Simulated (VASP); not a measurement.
# Ti (P6_3/mmc) in VASP: further runs

Ti is run at these levels: r2SCAN; tasks: single point.

All numbers are computed with VASP 6.6.1; they aren't measurements. Logs are shortened: lines on timing, memory, paths and dates and some standing lists are left out, and cuts for length are marked.

## 1. The cell of the first run

The structure is hexagonal, space group P6_3/mmc (No. 194). The conventional cell has a = 2.935 Å, b = 2.935 Å, c = 4.638 Å, α = 90.00°, β = 90.00°, γ = 120.00°. Within 3.8 Å of Ti (site symmetry -6m2) lie 12 Ti at 2.87 to 2.94 Å.

## 2. Single point, r2SCAN

POSCAR

```
Ti
1.0
    2.9350879604      0.0000000000      0.0000000000
   -1.4675439802      2.5418607360      0.0000000000
    0.0000000000      0.0000000000      4.6384185731
Ti
2
Direct
    0.3333333333      0.6666666667      0.2500000000
    0.6666666667      0.3333333333      0.7500000000
```

INCAR.step1

```
SYSTEM = Ti
PREC = Accurate
ENCUT = 520
ISMEAR = 0
SIGMA = 0.1
LREAL = .FALSE.
LASPH = .TRUE.
NELM = 60
NBANDS = 19
GGA = PE
ALGO = Normal
EDIFF = 1E-4
LWAVE = .TRUE.
LCHARG = .FALSE.
```

INCAR.step2

```
SYSTEM = Ti
PREC = Accurate
ENCUT = 520
EDIFF = 1E-6
ISMEAR = 0
SIGMA = 0.1
LREAL = .FALSE.
LASPH = .TRUE.
NELM = 60
ALGO = Normal
ISIF = 2
LWAVE = .FALSE.
LCHARG = .TRUE.
METAGGA = R2SCAN
LMIXTAU = .TRUE.
LELF = .TRUE.
LVHAR = .TRUE.
NBANDS = 19
ISTART = 1
```

KPOINTS

```
Automatic mesh
0
G
  18 18 10
  0 0 0
```

Potentials or basis: VASP PAW PBE potentials, release 64 (Ti_sv).

Run with:

```
$ cat potpaw_PBE.64/Ti_sv/POTCAR > POTCAR
$ cp INCAR.step1 INCAR
$ mpirun -np 1 vasp_std > vasp.out
$ cp INCAR.step2 INCAR
$ mpirun -np 1 vasp_std > vasp.out
```

OUTCAR:

```text
SYSTEM = Ti
   PREC = Accurate
   ENCUT = 520
   EDIFF = 1E-6
   ISMEAR = 0
   LREAL = .FALSE.
   LASPH = .TRUE.
   NELM = 60
   ISIF = 2
   METAGGA = R2SCAN
   ISTART = 1

 ion  position               nearest neighbor table
   1  0.333  0.667  0.250-   2 2.87   2 2.87   2 2.87   2 2.87   2 2.87   2 2.87
   2  0.667  0.333  0.750-   1 2.87   1 2.87   1 2.87   1 2.87   1 2.87   1 2.87

  LATTYP: Found a hexagonal cell.
 ALAT       =     2.9350879604
 C/A-ratio  =     1.5803337534

  Lattice vectors:

 A1 = (   2.9350879604,   0.0000000000,   0.0000000000)
 A2 = (  -1.4675439802,   2.5418607360,   0.0000000000)
 A3 = (   0.0000000000,   0.0000000000,   4.6384185731)

Analysis of symmetry for initial positions (statically):
=====================================================================
 Subroutine PRICEL returns:
 Original cell was already a primitive cell.

 Routine SETGRP: Setting up the symmetry group for a
 hexagonal supercell.

 Subroutine GETGRP returns: Found 24 space group operations
 (whereof 12 operations were pure point group operations)
 out of a pool of 24 trial point group operations.

The static configuration has the point symmetry D_3d.
 The point group associated with its full space group is D_6h.

Analysis of symmetry for dynamics (positions and initial velocities):
=====================================================================
 Subroutine PRICEL returns:
 Original cell was already a primitive cell.

 Routine SETGRP: Setting up the symmetry group for a
 hexagonal supercell.

 Subroutine GETGRP returns: Found 24 space group operations
 (whereof 12 operations were pure point group operations)
 out of a pool of 24 trial point group operations.

The dynamic configuration has the point symmetry D_3d.
 The point group associated with its full space group is D_6h.

 Subroutine INISYM returns: Found 24 space group operations
 (whereof 12 operations are pure point group operations),
 and found     1 'primitive' translations

----------------------------------------------------------------------------------------

                                     Primitive cell

  volume of cell :      34.6053

  direct lattice vectors                    reciprocal lattice vectors
     2.935087960  0.000000000  0.000000000     0.340705292  0.196706292  0.000000000
    -1.467543980  2.541860736  0.000000000     0.000000000  0.393412584  0.000000000
     0.000000000  0.000000000  4.638418573     0.000000000  0.000000000  0.215590720

  length of vectors
     2.935087960  2.935087960  4.638418573     0.393412584  0.393412584  0.215590720

  position of ions in fractional coordinates (direct lattice)
     0.333333333  0.666666667  0.250000000
     0.666666667  0.333333333  0.750000000

  ion indices of the primitive-cell ions
   primitive index   ion index
                 1           1
                 2           2

----------------------------------------------------------------------------------------

 KPOINTS: Automatic mesh

Automatic generation of k-mesh.
 Grid dimensions read from file:
 generate k-points for:   18   18   10

 Generating k-lattice:

  Cartesian coordinates                     Fractional coordinates (reciprocal lattice)
     0.018928072  0.010928127  0.000000000     0.055555556  0.000000000  0.000000000
     0.000000000  0.021856255  0.000000000     0.000000000  0.055555556  0.000000000
     0.000000000  0.000000000  0.021559072     0.000000000  0.000000000  0.100000000

  Length of vectors
     0.021856255  0.021856255  0.021559072

  Shift w.r.t. Gamma in fractional coordinates (k-lattice)
     0.000000000  0.000000000  0.000000000

 Subroutine IBZKPT returns following result:
 ===========================================

 Found    222 irreducible k-points:

 Following reciprocal coordinates:
            Coordinates               Weight
  0.000000  0.000000  0.000000      1.000000
  0.055556 -0.000000  0.000000      6.000000
  0.111111 -0.000000  0.000000      6.000000
  0.166667  0.000000  0.000000      6.000000
  0.222222 -0.000000  0.000000      6.000000
  0.277778 -0.000000  0.000000      6.000000
[... 16 lines left out ...]
  0.333333  0.111111  0.000000     12.000000
  0.388889  0.111111  0.000000     12.000000
 [... further k-points ...]
   k-points           NKPTS =    222   k-points in BZ     NKDIM =    222   number of bands    NBANDS=     19
   number of dos      NEDOS =    301   number of ions     NIONS =      2
   total plane-waves  NPLWV =  20736
   dimension x,y,z NGX =    24 NGY =   24 NGZ =   36
   dimension x,y,z NGXF=    48 NGYF=   48 NGZF=   72
   ions per type =               2
   NGX,Y,Z   is equivalent  to a cutoff of  13.59, 13.59, 12.90 a.u.
   NGXF,Y,Z  is equivalent  to a cutoff of  27.19, 27.19, 25.81 a.u.
 SYSTEM =  Ti
   PREC   = accura    normal or accurate (medium, high low for compatibility)
   ISTART =      1    job   : 0-new  1-cont  2-samecut
   ICHARG =      0    charge: 1-file 2-atom 10-const
   ISPIN  =      1    spin polarized calculation?
   LNONCOLLINEAR =      F non collinear calculations
   LSORBIT =      F    spin-orbit coupling
   LASPH  =      T    aspherical Exc in radial PAW
   ENCUT  =  520.0 eV  38.22 Ry    6.18 a.u.   5.46  5.46  8.62*2*pi/ulx,y,z
   NELM   =     60;   NELMIN=  2; NELMDL=  0     # of ELM steps
   EDIFF  = 0.1E-05   stopping-criterion for ELM
   LREAL  =      F    real-space projection
   EDIFFG = 0.1E-04   stopping-criterion for IOM
   NSW    =      0    number of steps for IOM
   IBRION =     -1    ionic relax: 0-MD 1-quasi-New 2-CG
   NFREE  =      0    steps in history (QN), initial steepest desc. (CG)
   ISIF   =      2    stress and relaxation
   ISYM   =      2    0-nonsym 1-usesym 2-fastsym
   POTIM  = 0.5000    time-step for ionic-motion
   TEBEG  =    0.0;   TEEND  =   0.0 temperature during run
   PSTRESS=    0.0 pullay stress
   NELECT =      24.0000    total number of electrons
   NUPDOWN=      -1.0000    fix difference up-down
   EMIN   =  10.00;   EMAX   =-10.00  energy-range for DOS
   EFERMI =   0.00;   METHOD = LEGACY
   ISMEAR =     0;   SIGMA  =   0.10  broadening in eV -4-tet -1-fermi 0-gaus
   EFERMI_NEDOS =   21; number of points for ismear=-14 and -15
   IALGO  =     38    algorithm
   IMIX   =      4    mixing-type and parameters
     AMIX     =   0.40;   BMIX     =  1.00
     AMIX_MAG =   1.60;   BMIX_MAG =  1.00
  volume/ion in A,a.u.               =      17.30       116.76
  Fermi-wavevector in a.u.,A,eV,Ry     =   1.449098  2.738397 28.570655  2.099884
  Thomas-Fermi vector in A             =   2.566863
   LORBIT       =      0    0 simple, 1 ext, 2 COOP (PROOUT), +10 PAW based schemes
   METAGGA = R2SCAN    functional components
   LHFCALC =     F    Hartree Fock is set to
   AEXX    =    0.0000 exact exchange contribution
   IVDW    =     0    specifies the selected vdW correction
   LEPSILON=     F    determine dielectric tensor
   LRPA    =     F    only Hartree local field effects (RPA)
 non-spin polarized calculation
 Gauss-broadening in eV      SIGMA  =   0.10
  energy-cutoff  :      520.00
  volume of cell :       34.61
 maximum number of plane-waves:       965
 NGX is ok and might be reduce to    24
   NGX = 11   NGY = 11   NGZ = 17

 number of electron      24.0000002 magnetization

 Free energy of the ion-electron system (eV)
  ---------------------------------------------------
  ext. energy  EPLUGINS =         0.00000000
  ---------------------------------------------------
  free energy    TOTEN  =       -25.90547956 eV

  energy without entropy =      -25.89716513  energy(sigma->0) =      -25.90132235

 E-fermi :   8.4481     XC(G=0): -12.4156

 val. band max:        8.4454847237   @ k =   0.1667   0.0000   0.4000
 cond. band min:       8.4515425075   @ k =   0.3333   0.2778   0.3000
 fundamental gap:      0.0060577838
 Fermi energy:         8.4480965396

 k-point     1 :       0.0000    0.0000    0.0000
  band No.  band energies     occupation
      1     -50.7933      2.00000
      2     -50.6463      2.00000
      3     -26.3615      2.00000
      4     -25.6842      2.00000
      5     -25.6841      2.00000
      6     -25.6126      2.00000
[... 11 lines left out ...]
     18      10.2612      0.00000
     19      11.8360      0.00000

 k-point     2 :       0.0556   -0.0000    0.0000
  band No.  band energies     occupation
      1     -50.7899      2.00000
      2     -50.6450      2.00000
      3     -26.3543      2.00000
      4     -25.6988      2.00000
      5     -25.6891      2.00000
      6     -25.6156      2.00000
[... 11 lines left out ...]
     18      10.2082      0.00000
     19      11.8649      0.00000

 k-point     3 :       0.1111   -0.0000    0.0000
  band No.  band energies     occupation
      1     -50.7805      2.00000
      2     -50.6414      2.00000
      3     -26.3330      2.00000
      4     -25.7413      2.00000
      5     -25.7031      2.00000
      6     -25.6383      2.00000
[... 11 lines left out ...]
     18      10.0670      0.00000
     19      11.9372      0.00000

 k-point     4 :       0.1667    0.0000    0.0000
  band No.  band energies     occupation
      1     -50.7657      2.00000
      2     -50.6362      2.00000
      3     -26.2992      2.00000
      4     -25.8068      2.00000
      5     -25.7240      2.00000
      6     -25.7041      2.00000
[... 11 lines left out ...]
     18      10.3290      0.00000
     19      12.0252      0.00000

 k-point     5 :       0.2222   -0.0000    0.0000
  band No.  band energies     occupation
      1     -50.7470      2.00000
      2     -50.6303      2.00000
      3     -26.2549      2.00000
      4     -25.8879      2.00000
      5     -25.7828      2.00000
      6     -25.7489      2.00000
[... 11 lines left out ...]
     18      10.6699      0.00000
     19      12.1080      0.00000

 k-point     6 :       0.2778   -0.0000    0.0000
  band No.  band energies     occupation
      1     -50.7262      2.00000
      2     -50.6248      2.00000
      3     -26.2032      2.00000
      4     -25.9748      2.00000
      5     -25.8643      2.00000
      6     -25.7746      2.00000
[... 11 lines left out ...]
     18      11.0584      0.00000
     19      12.1756      0.00000

 k-point     7 :       0.3333   -0.0000    0.0000
  band No.  band energies     occupation
      1     -50.7054      2.00000
      2     -50.6210      2.00000
      3     -26.1482      2.00000
      4     -26.0569      2.00000
      5     -25.9390      2.00000
      6     -25.7982      2.00000
[... 11 lines left out ...]
     18      11.4576      0.00000
     19      12.2253      0.00000

 k-point     8 :       0.3889    0.0000    0.0000
  band No.  band energies     occupation
      1     -50.6867      2.00000
      2     -50.6194      2.00000
      3     -26.1238      2.00000
      4     -26.0954      2.00000
      5     -25.9988      2.00000
      6     -25.8172      2.00000
[... 256 lines left out ...]
 k-point    20 :       0.1667    0.1111    0.0000
  band No.  band energies     occupation
      1     -50.7395      2.00000
      2     -50.6281      2.00000
      3     -26.2366      2.00000
      4     -25.8924      2.00000
      5     -25.8485      2.00000
      6     -25.7321      2.00000
[... 11 lines left out ...]
     18      10.9539      0.00000
     19      12.0795      0.00000

 k-point    21 :       0.2222    0.1111    0.0000
  band No.  band energies     occupation
      1     -50.7196      2.00000
      2     -50.6234      2.00000
      3     -26.1863      2.00000
      4     -25.9712      2.00000
      5     -25.9068      2.00000
      6     -25.7712      2.00000
[... 11 lines left out ...]
     18      11.3993      0.00000
     19      12.1227      0.00000

 k-point    22 :       0.2778    0.1111    0.0000
  band No.  band energies     occupation
      1     -50.6996      2.00000
      2     -50.6202      2.00000
      3     -26.1324      2.00000
      4     -26.0477      2.00000
      5     -25.9579      2.00000
      6     -25.8086      2.00000
[... 11 lines left out ...]
     18      11.8775      0.00000
     19      12.1559      0.00000

 k-point    23 :       0.3333    0.1111    0.0000
  band No.  band energies     occupation
      1     -50.6816      2.00000
      2     -50.6192      2.00000
      3     -26.1103      2.00000
      4     -26.0801      2.00000
      5     -25.9988      2.00000
      6     -25.8389      2.00000
[... 11 lines left out ...]
     18      12.1782      0.00000
     19      12.3685      0.00000

 k-point    24 :       0.3889    0.1111    0.0000
  band No.  band energies     occupation
      1     -50.6682      2.00000
      2     -50.6201      2.00000
      3     -26.1510      2.00000
      4     -26.0379      2.00000
      5     -26.0256      2.00000
      6     -25.8585      2.00000
[... 11 lines left out ...]
     18      12.1905      0.00000
     19      12.8555      0.00000

 [... further k-points ...]

------------------------ aborting loop because EDIFF is reached ----------------------------------------

  FORCE on cell =-STRESS in cart. coord.  units (eV):
  Direction    XX          YY          ZZ          XY          YZ          ZX
  --------------------------------------------------------------------------------------
  -------------------------------------------------------------------------------------
  Total        0.0832566      0.0832566      0.0678570     -0.0000000     -0.0000000      0.0000000
  in kB        3.8546621      3.8546621      3.1416852     -0.0000000     -0.0000000      0.0000000
  external PRESSURE =       3.6170032 kB  Pullay stress =       0.0000000 kB

 VOLUME and BASIS-vectors are now :
 -----------------------------------------------------------------------------
  energy-cutoff  :      520.00
  volume of cell :       34.61
      direct lattice vectors                 reciprocal lattice vectors
     2.935087960  0.000000000  0.000000000     0.340705292  0.196706292  0.000000000
    -1.467543980  2.541860736  0.000000000     0.000000000  0.393412584  0.000000000
     0.000000000  0.000000000  4.638418573     0.000000000  0.000000000  0.215590720

 POSITION                                       TOTAL-FORCE (eV/Angst)
 -----------------------------------------------------------------------------------
     -0.00000      1.69457      1.15960        -0.000000      0.000000      0.000000
      1.46754      0.84729      3.47881         0.000000     -0.000000      0.000000
 -----------------------------------------------------------------------------------
    total drift:                               -0.000000      0.000000     -0.000000

  FREE ENERGIE OF THE ION-ELECTRON SYSTEM (eV)
  ---------------------------------------------------
  free  energy   TOTEN  =       -25.9054795602 eV

  energy  without entropy=      -25.8971651343  energy(sigma->0) =      -25.90132235
```

It took 5.2 min on 1 thread of Intel Xeon 6975P-C, shared host; peak memory 0.25 GiB.

What came out:

| Property | Result |
| --- | --- |
| Free energy | -25.9055 eV |
| Pressure | 0.4 GPa |
| Band gap on the k mesh | zero (band 12 reaches 9.31 eV, above the bottom of band 13 at 8.07 eV) |

Caveat: the PAW data sets were made with another functional, which shifts forces and pressure a little.

## 3. Single point, r2SCAN

POSCAR is that of step 2.

INCAR.step1

```
PREC = Accurate
ENCUT = 520
ISMEAR = 1
SIGMA = 0.05
LREAL = False
LASPH = True
NELM = 100
NBANDS = 19
GGA = PE
ALGO = Normal
EDIFF = 1E-4
LWAVE = True
LCHARG = False
```

INCAR.step2

```
PREC = Accurate
ENCUT = 520
EDIFF = 1E-6
ISMEAR = 1
SIGMA = 0.05
LREAL = False
LASPH = True
NELM = 100
ALGO = Normal
ISIF = 2
LWAVE = False
LCHARG = False
METAGGA = R2SCAN
LMIXTAU = True
NBANDS = 19
ISTART = 1
```

KPOINTS

```
regular mesh
0
Gamma
  18 18 10
```

Potentials or basis: VASP PAW PBE potentials, release 64 (Ti_sv).

Run with:

```
$ cat potpaw_PBE.64/Ti_sv/POTCAR > POTCAR
$ cp INCAR.step1 INCAR
$ mpirun -np 1 vasp_std > vasp.out
$ cp INCAR.step2 INCAR
$ mpirun -np 1 vasp_std > vasp.out
```

Wall time 5.3 min (1 thread of Intel Xeon 6975P-C, shared host); peak memory 0.25 GiB.

Results (log left out):

```yaml
Free_energy: -25.9013 eV
Pressure: 0.3 GPa
Band_gap_on_the_k_mesh: zero (band 12 reaches 9.31 eV, above the bottom of band 13 at 8.07 eV)
```

Stress tensor (GPa, compression positive):
```
0.38 0.00 0.00
0.00 0.38 0.00
0.00 0.00 0.20
```

Levels at points of the mesh, in eV from the Fermi level:
| k point | band 9 | band 10 | band 11 | band 12 | band 13 | band 14 | band 15 | band 16 |
| --- | --- | --- | --- | --- | --- | --- | --- | --- |
| (0.00, 0.00, 0.00) | -6.64 | -2.89 | 0.58 | 0.85 | 0.85 | 0.97 | 1.39 | 1.39 |
| (0.50, 0.00, 0.00) | -2.54 | -2.31 | -1.96 | -0.86 | 0.59 | 0.69 | 1.26 | 3.54 |
| (0.00, 0.00, 0.50) | -4.69 | -4.69 | 0.06 | 0.06 | 0.76 | 0.76 | 0.76 | 0.76 |
| (0.50, 0.00, 0.50) | -2.70 | -2.70 | -0.89 | -0.89 | 1.24 | 1.24 | 1.89 | 1.89 |

Caveat: the PAW data sets were made with another functional, which shifts forces and pressure a little.
